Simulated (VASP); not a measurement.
# InSe in VASP: a series of runs

Runs on InSe. Level: PBE+D3(BJ). Tasks: single point.

The COD entry that gives the cell may itself be a prediction, so a difference from it is no test against experiment.

All numbers are computed with VASP 6.6.1; they aren't measurements. Logs are shortened: lines on timing, memory, paths and dates and some standing lists are left out, and cuts for length are marked.

## (1) The cell of the first run

The cell holds a slab with vacuum, 4 atoms: a = 4.094 Å, b = 4.094 Å, c = 36.721 Å, α = 90.00°, β = 90.00°, γ = 120.00°.

## (2) Single point, PBE+D3(BJ)

INCAR

```
SYSTEM = InSe
PREC = Accurate ; ENCUT = 520
EDIFF = 1E-6 ; ISMEAR = 0
SIGMA = 0.02 ; LREAL = .FALSE.
LASPH = .TRUE. ; NELM = 80
ALGO = Normal ; ISIF = 2
LWAVE = .FALSE. ; LCHARG = .TRUE.
LDIPOL = .TRUE. ; IDIPOL = 3
DIPOL = 0.5 0.5 0.500 ; GGA = PE
IVDW = 12 ; LELF = .TRUE.
LVHAR = .TRUE. ; LVACPOTAV = .TRUE.
NBANDS = 27
```

KPOINTS

```
Automatic mesh
0
G
  9 9 1
  0 0 0
```

POSCAR

```
InSe
1.0
    4.0940000000      0.0000000000      0.0000000000
   -2.0470000000      3.5455080031      0.0000000000
    0.0000000000      0.0000000000     36.7211901288
Se In
2 2
Direct
    0.0000000000      0.0000000000      0.4282428102
    0.0000000000      0.0000000000      0.5717294451
    0.6666666667      0.3333333333      0.4627593992
    0.6666666667      0.3333333333      0.5372129085
```

Potentials or basis: VASP PAW PBE potentials, release 64 (Se, In_d).

On the command line:

```sh
cat potpaw_PBE.64/Se/POTCAR potpaw_PBE.64/In_d/POTCAR > POTCAR
mpirun -np 1 vasp_std > vasp.out
```

OUTCAR:

```text
SYSTEM = InSe
   PREC = Accurate
   ENCUT = 520
   EDIFF = 1E-6
   ISMEAR = 0
   LREAL = .FALSE.
   LASPH = .TRUE.
   NELM = 80
   ISIF = 2
   GGA = PE
   IVDW = 12
 IVDW          = 12

 ion  position               nearest neighbor table
   1  0.000  0.000  0.428-   3 2.68   3 2.68   3 2.68
   2  0.000  0.000  0.572-   4 2.68   4 2.68   4 2.68
   3  0.667  0.333  0.463-   1 2.68   1 2.68   1 2.68   4 2.73
   4  0.667  0.333  0.537-   2 2.68   2 2.68   2 2.68   3 2.73

  LATTYP: Found a hexagonal cell.
 ALAT       =     4.0940000000
 C/A-ratio  =     8.9695139543

  Lattice vectors:

 A1 = (   4.0940000000,   0.0000000000,   0.0000000000)
 A2 = (  -2.0470000000,   3.5455080031,   0.0000000000)
 A3 = (   0.0000000000,   0.0000000000,  36.7211901288)

Analysis of symmetry for initial positions (statically):
=====================================================================
 Subroutine PRICEL returns:
 Original cell was already a primitive cell.

 Routine SETGRP: Setting up the symmetry group for a
 hexagonal supercell.

 Subroutine GETGRP returns: Found 12 space group operations
 (whereof  6 operations were pure point group operations)
 out of a pool of 24 trial point group operations.

The static configuration has the point symmetry C_3v.
 The point group associated with its full space group is D_3h.

Analysis of symmetry for dynamics (positions and initial velocities):
=====================================================================
 Subroutine PRICEL returns:
 Original cell was already a primitive cell.

 Routine SETGRP: Setting up the symmetry group for a
 hexagonal supercell.

 Subroutine GETGRP returns: Found 12 space group operations
 (whereof  6 operations were pure point group operations)
 out of a pool of 24 trial point group operations.

The dynamic configuration has the point symmetry C_3v.
 The point group associated with its full space group is D_3h.

 Subroutine INISYM returns: Found 12 space group operations
 (whereof  6 operations are pure point group operations),
 and found     1 'primitive' translations

----------------------------------------------------------------------------------------

                                     Primitive cell

  volume of cell :     533.0194

  direct lattice vectors                    reciprocal lattice vectors
     4.094000000  0.000000000  0.000000000     0.244259893  0.141023515  0.000000000
    -2.047000000  3.545508003  0.000000000     0.000000000  0.282047029  0.000000000
     0.000000000  0.000000000 36.721190129     0.000000000  0.000000000  0.027232233

  length of vectors
     4.094000000  4.094000000 36.721190129     0.282047029  0.282047029  0.027232233

  position of ions in fractional coordinates (direct lattice)
     0.000000000  0.000000000  0.428242810
     0.000000000  0.000000000  0.571729445
     0.666666667  0.333333333  0.462759399
     0.666666667  0.333333333  0.537212909

  ion indices of the primitive-cell ions
   primitive index   ion index
                 1           1
                 2           2
                 3           3
                 4           4

----------------------------------------------------------------------------------------

 KPOINTS: Automatic mesh

Automatic generation of k-mesh.
 Grid dimensions read from file:
 generate k-points for:    9    9    1

 Generating k-lattice:

  Cartesian coordinates                     Fractional coordinates (reciprocal lattice)
     0.027139988  0.015669279  0.000000000     0.111111111 -0.000000000  0.000000000
     0.000000000  0.031338559  0.000000000     0.000000000  0.111111111  0.000000000
     0.000000000  0.000000000  0.027232233     0.000000000  0.000000000  1.000000000

  Length of vectors
     0.031338559  0.031338559  0.027232233

  Shift w.r.t. Gamma in fractional coordinates (k-lattice)
     0.000000000  0.000000000  0.000000000

 Subroutine IBZKPT returns following result:
 ===========================================

 Found     12 irreducible k-points:

 Following reciprocal coordinates:
            Coordinates               Weight
  0.000000  0.000000  0.000000      1.000000
  0.111111 -0.000000  0.000000      6.000000
  0.222222  0.000000  0.000000      6.000000
  0.333333 -0.000000  0.000000      6.000000
  0.444444  0.000000  0.000000      6.000000
  0.111111  0.111111  0.000000      6.000000
  0.222222  0.111111  0.000000     12.000000
  0.333333  0.111111  0.000000     12.000000
  0.444444  0.111111  0.000000      6.000000
  0.222222  0.222222  0.000000      6.000000
  0.333333  0.222222  0.000000     12.000000
  0.333333  0.333333  0.000000      2.000000
   k-points           NKPTS =     12   k-points in BZ     NKDIM =     12   number of bands    NBANDS=     27
   number of dos      NEDOS =    301   number of ions     NIONS =      4
   total plane-waves  NPLWV = 252000
   dimension x,y,z NGX =    30 NGY =   30 NGZ =  280
   dimension x,y,z NGXF=    60 NGYF=   60 NGZF=  560
   ions per type =               2   2
   NGX,Y,Z   is equivalent  to a cutoff of  12.18, 12.18, 12.68 a.u.
   NGXF,Y,Z  is equivalent  to a cutoff of  24.36, 24.36, 25.35 a.u.
 SYSTEM =  InSe
   PREC   = accura    normal or accurate (medium, high low for compatibility)
   ISTART =      0    job   : 0-new  1-cont  2-samecut
   ICHARG =      2    charge: 1-file 2-atom 10-const
   ISPIN  =      1    spin polarized calculation?
   LNONCOLLINEAR =      F non collinear calculations
   LSORBIT =      F    spin-orbit coupling
   LASPH  =      T    aspherical Exc in radial PAW
   ENCUT  =  520.0 eV  38.22 Ry    6.18 a.u.   7.61  7.61 68.28*2*pi/ulx,y,z
   NELM   =     80;   NELMIN=  2; NELMDL= -5     # of ELM steps
   EDIFF  = 0.1E-05   stopping-criterion for ELM
   LREAL  =      F    real-space projection
   EDIFFG = 0.1E-04   stopping-criterion for IOM
   NSW    =      0    number of steps for IOM
   IBRION =     -1    ionic relax: 0-MD 1-quasi-New 2-CG
   NFREE  =      0    steps in history (QN), initial steepest desc. (CG)
   ISIF   =      2    stress and relaxation
   ISYM   =      2    0-nonsym 1-usesym 2-fastsym
   POTIM  = 0.5000    time-step for ionic-motion
   TEBEG  =    0.0;   TEEND  =   0.0 temperature during run
   PSTRESS=    0.0 pullay stress
   NELECT =      38.0000    total number of electrons
   NUPDOWN=      -1.0000    fix difference up-down
   EMIN   =  10.00;   EMAX   =-10.00  energy-range for DOS
   EFERMI =   0.00;   METHOD = LEGACY
   ISMEAR =     0;   SIGMA  =   0.02  broadening in eV -4-tet -1-fermi 0-gaus
   EFERMI_NEDOS =   21; number of points for ismear=-14 and -15
   IALGO  =     38    algorithm
   IMIX   =      4    mixing-type and parameters
     AMIX     =   0.40;   BMIX     =  1.00
     AMIX_MAG =   1.60;   BMIX_MAG =  1.00
  volume/ion in A,a.u.               =     133.25       899.25
  Fermi-wavevector in a.u.,A,eV,Ry     =   0.678821  1.282785  6.269529  0.460797
  Thomas-Fermi vector in A             =   1.756837
   LORBIT       =      0    0 simple, 1 ext, 2 COOP (PROOUT), +10 PAW based schemes
   GGA     = PE    functional components
   LHFCALC =     F    Hartree Fock is set to
   AEXX    =    0.0000 exact exchange contribution
   IVDW    =    12    specifies the selected vdW correction
   LEPSILON=     F    determine dielectric tensor
   LRPA    =     F    only Hartree local field effects (RPA)
 non-spin polarized calculation
 Gauss-broadening in eV      SIGMA  =   0.02
  energy-cutoff  :      520.00
  volume of cell :      533.02
 maximum number of plane-waves:     14471
   NGX = 15   NGY = 15   NGZ =137

 dipolmoment           0.000000      0.000000      0.000000 electrons x Angstroem

 number of electron      38.0000016 magnetization

 dipolmoment           0.000000      0.000000     -0.000011 electrons x Angstroem

 Free energy of the ion-electron system (eV)
  ---------------------------------------------------
  ext. energy  EPLUGINS =         0.00000000
  ---------------------------------------------------
  free energy    TOTEN  =       -14.19615050 eV

  energy without entropy =      -14.19615050  energy(sigma->0) =      -14.19615050

 E-fermi :  -3.7487     XC(G=0):  -2.2769

 val. band max:       -3.8825258988   @ k =   0.1111  -0.0000   0.0000
 cond. band min:      -2.4927081482   @ k =   0.0000   0.0000   0.0000
 fundamental gap:      1.3898177506
 Fermi energy:        -3.7487210848

 k-point     1 :       0.0000    0.0000    0.0000
  band No.  band energies     occupation
      1     -18.0535      2.00000
      2     -17.8284      2.00000
      3     -17.8284      2.00000
      4     -17.7277      2.00000
      5     -17.7277      2.00000
      6     -17.7162      2.00000
[... 19 lines left out ...]
     26       2.0965      0.00000
     27       2.2409      0.00000

 k-point     2 :       0.1111   -0.0000    0.0000
  band No.  band energies     occupation
      1     -18.0510      2.00000
      2     -17.8614      2.00000
      3     -17.8282      2.00000
      4     -17.7527      2.00000
      5     -17.7323      2.00000
      6     -17.7211      2.00000
[... 19 lines left out ...]
     26       1.9863      0.00000
     27       2.2433      0.00000

 k-point     3 :       0.2222    0.0000    0.0000
  band No.  band energies     occupation
      1     -18.0474      2.00000
      2     -17.9323      2.00000
      3     -17.8324      2.00000
      4     -17.8287      2.00000
      5     -17.7413      2.00000
      6     -17.7030      2.00000
[... 234 lines left out ...]
      1     -18.0766      2.00000
      2     -18.0032      2.00000
      3     -17.9551      2.00000
      4     -17.8463      2.00000
      5     -17.7400      2.00000
      6     -17.6813      2.00000
[... 19 lines left out ...]
     26       3.6929      0.00000
     27       3.7610      0.00000

 k-point    12 :       0.3333    0.3333    0.0000
  band No.  band energies     occupation
      1     -18.0788      2.00000
      2     -18.0047      2.00000
      3     -17.9618      2.00000
      4     -17.8512      2.00000
      5     -17.7335      2.00000
      6     -17.6869      2.00000
[... 19 lines left out ...]
     26       3.5132      0.00000
     27       4.0292      0.00000

------------------------ aborting loop because EDIFF is reached ----------------------------------------

 vacuum level on the upper side and lower side of the slab       (xc-potential included)        -0.079        -0.077

 Edisp (eV)   -0.86619

 E8    (eV) :    -0.4182

  FORCE on cell =-STRESS in cart. coord.  units (eV):
  Direction    XX          YY          ZZ          XY          YZ          ZX
  --------------------------------------------------------------------------------------
  -------------------------------------------------------------------------------------
  Total      -1.07684    -1.07684     0.89189     0.00000     0.00000     0.00000
  in kB      -3.23683    -3.23683     2.68088     0.00000     0.00000     0.00000
  external pressure =       -1.26 kB  Pullay stress =        0.00 kB

 VOLUME and BASIS-vectors are now :
 -----------------------------------------------------------------------------
  energy-cutoff  :      520.00
  volume of cell :      533.02
      direct lattice vectors                 reciprocal lattice vectors
     4.094000000  0.000000000  0.000000000     0.244259893  0.141023515  0.000000000
    -2.047000000  3.545508003  0.000000000     0.000000000  0.282047029  0.000000000
     0.000000000  0.000000000 36.721190129     0.000000000  0.000000000  0.027232233

 POSITION                                       TOTAL-FORCE (eV/Angst)
 -----------------------------------------------------------------------------------
      0.00000      0.00000     15.72559        -0.000000     -0.000000      0.032965
      0.00000      0.00000     20.99459        -0.000000      0.000000     -0.032965
      2.04700      1.18184     16.99308         0.000000      0.000000     -0.397655
      2.04700      1.18184     19.72710         0.000000     -0.000000      0.397655
 -----------------------------------------------------------------------------------
    total drift:                               -0.000000      0.000000     -0.001400

  FREE ENERGIE OF THE ION-ELECTRON SYSTEM (eV)
  ---------------------------------------------------
  free  energy   TOTEN  =       -15.0623422105 eV

  energy  without entropy=      -15.0623422105  energy(sigma->0) =      -15.06234221

 vacuum level on the upper side and lower side of the slab         2.053         2.053
```

Wall time 4.6 min (1 thread of Intel Xeon Platinum 8488C (Sapphire Rapids), shared host); peak memory 0.61 GiB.

What came out:

```yaml
Free_energy: -15.0623 eV
Largest_force: 0.398 eV/Å
Band_gap_on_the_k_mesh: 1.39 eV, indirect (least direct gap 1.46 eV)
Dispersion_energy_per_atom: -0.217 eV
Ionisation_potential_of_the_upper_face: 5.94 eV
```

Forces in eV/Å, atoms in the order of the input:
```
Se   0.000  0.000  0.033
Se   0.000  0.000 -0.033
In   0.000  0.000 -0.398
In   0.000  0.000  0.398
```

Caveat: spin-orbit coupling is left out, which moves the levels of the heavy elements.

## (3) Single point, PBE+D3(BJ)

INCAR

```
PREC = Accurate
ENCUT = 520
EDIFF = 1E-7
ISMEAR = 0
SIGMA = 0.02
LREAL = F
LASPH = T
NELM = 100
ALGO = Normal
ISIF = 2
LWAVE = F
LCHARG = F
LDIPOL = T
IDIPOL = 3
DIPOL = 0.5 0.5 0.500
GGA = PE
IVDW = 12
NBANDS = 27
```

KPOINTS

```
Automatic mesh
0
Gamma
  9 9 1
```

POSCAR

```
InSe
1.0
    4.0940000000      0.0000000000      0.0000000000
   -2.0470000000      3.5455080031      0.0000000000
    0.0000000000      0.0000000000     36.7211901288
Se In
2 2
Direct
    0.0000000000      0.0000000000      0.4250702551
    0.0000000000      0.0000000000      0.5749020002
    0.6666666667      0.3333333333      0.4611131992
    0.6666666667      0.3333333333      0.5388591109
```

Potentials or basis: VASP PAW PBE potentials, release 64 (Se, In_d).

On the command line:

```sh
cat potpaw_PBE.64/Se/POTCAR potpaw_PBE.64/In_d/POTCAR > POTCAR
mpirun -np 1 vasp_std > vasp.out
```

Wall time 4.7 min (1 thread of Intel Xeon Platinum 8488C (Sapphire Rapids), shared host); peak memory 0.6 GiB.

The run converged. Its results:

* Free energy: -15.0419 eV
* Largest force: 0.386 eV/Å
* Band gap on the k mesh: 1.47 eV, indirect (least direct gap 1.52 eV)
* Dispersion energy per atom: -0.211 eV

Forces in eV/Å, atoms in the order of the input:
```
Se   0.000  0.000  0.386
Se   0.000  0.000 -0.386
In   0.000  0.000 -0.120
In   0.000  0.000  0.120
```

Levels at points of the mesh, in eV from the valence-band top:
```tsv
k point	band 16	band 17	band 18	band 19	band 20	band 21	band 22	band 23
(0.00, 0.00, 0.00)	-0.42	-0.36	-0.36	-0.06	1.47	2.71	4.98	4.98
```

Caveat: spin-orbit coupling is left out, which moves the levels of the heavy elements.

## (4) Single point, PBE+D3(BJ)

INCAR

```
SYSTEM = InSe
PREC     = Accurate       ! precision mode
ENCUT    = 520            ! plane-wave cutoff, eV
EDIFF    = 1E-7           ! SCF threshold, eV
ISMEAR   = 0              ! smearing method
SIGMA    = 0.02           ! smearing width, eV
LREAL    = .FALSE.        ! projectors in reciprocal space
LASPH    = .TRUE.         ! aspherical terms in the spheres
NELM     = 60             ! most SCF steps
ALGO     = Normal         ! electronic algorithm
ISIF     = 2              ! what is computed and relaxed
LWAVE    = .FALSE.        ! write WAVECAR
LCHARG   = .FALSE.        ! write CHGCAR
LDIPOL   = .TRUE.       
IDIPOL   = 3            
DIPOL    = 0.5 0.5 0.500
GGA      = PE             ! functional
IVDW     = 12             ! dispersion correction
NBANDS   = 27             ! bands
```

KPOINTS

```
Automatic mesh
0
G
  9 9 1
  0 0 0
```

POSCAR

```
InSe
1.0
    4.0940000000      0.0000000000      0.0000000000
   -2.0470000000      3.5455080031      0.0000000000
    0.0000000000      0.0000000000     36.7211901288
Se In
2 2
Direct
    0.0000000000      0.0000000000      0.4298358958
    0.0000000000      0.0000000000      0.5701363594
    0.6666666667      0.3333333333      0.4635860318
    0.6666666667      0.3333333333      0.5363862748
```

On the command line:

```sh
cat potpaw_PBE.64/Se/POTCAR potpaw_PBE.64/In_d/POTCAR > POTCAR
mpirun -np 1 vasp_std > vasp.out
```

It took 4.9 min on 1 thread of Intel Xeon Platinum 8488C (Sapphire Rapids), shared host; peak memory 0.6 GiB.

The run converged. Its results:

* Free energy: -15.0243 eV
* Largest force: 0.646 eV/Å
* Band gap on the k mesh: 1.34 eV, indirect (least direct gap 1.42 eV)
* Dispersion energy per atom: -0.220 eV

Forces on the atoms (eV/Å):
```
Se   0.000  0.000 -0.152
Se   0.000  0.000  0.152
In   0.000  0.000 -0.646
In   0.000  0.000  0.646
```

Levels at points of the mesh, in eV from the valence-band top:
| k point | band 16 | band 17 | band 18 | band 19 | band 20 | band 21 | band 22 | band 23 |
| --- | --- | --- | --- | --- | --- | --- | --- | --- |
| (0.00, 0.00, 0.00) | -0.74 | -0.64 | -0.64 | -0.07 | 1.34 | 2.55 | 4.61 | 4.61 |

Caveat: spin-orbit coupling is left out, which moves the levels of the heavy elements.
